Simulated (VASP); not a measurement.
Input of a VASP 6.6.1 run:

File INCAR:

```
ALGO = Normal
EDIFF = 1E-6
ENCUT = 520
GGA = PS
ISIF = 2
ISMEAR = 0
LASPH = T
LCHARG = F
LREAL = F
LWAVE = F
NBANDS = 16
NELM = 60
PREC = Accurate
SIGMA = 0.15
```

Contents of KPOINTS:

```
k-points
0
Gamma
  21 21 18
```

POSCAR

```
WC
1.0
    2.9822483642      0.0000000000      0.0000000000
   -1.4911241821      2.5827028438      0.0000000000
    0.0000000000      0.0000000000      2.6760332114
W C
1 1
Direct
    0.0000000000      0.0000000000      0.0000000000
    0.6666666667      0.3333333333      0.5000000000
```

Potentials or basis: VASP PAW PBE potentials, release 64 (W_sv, C).

The run is started by

```bash
$ cat potpaw_PBE.64/W_sv/POTCAR potpaw_PBE.64/C/POTCAR > POTCAR
$ mpirun -np 1 vasp_std > vasp.out
```

**Question.** What does it give for the pressure?

**Answer.** 6.4 GPa.

**Question.** Predict the band gap on the k mesh.

**Answer.** Zero (band 9 reaches 12.05 eV, above the bottom of band 10 at 10.50 eV).

Stress tensor (GPa, compression positive):
```
-14.72   0.00   0.00
  0.00 -14.72   0.00
  0.00   0.00  48.77
```

Caveat: the PAW data sets were made with another functional, which shifts forces and pressure a little; spin-orbit coupling is left out, which moves the levels of the heavy elements.
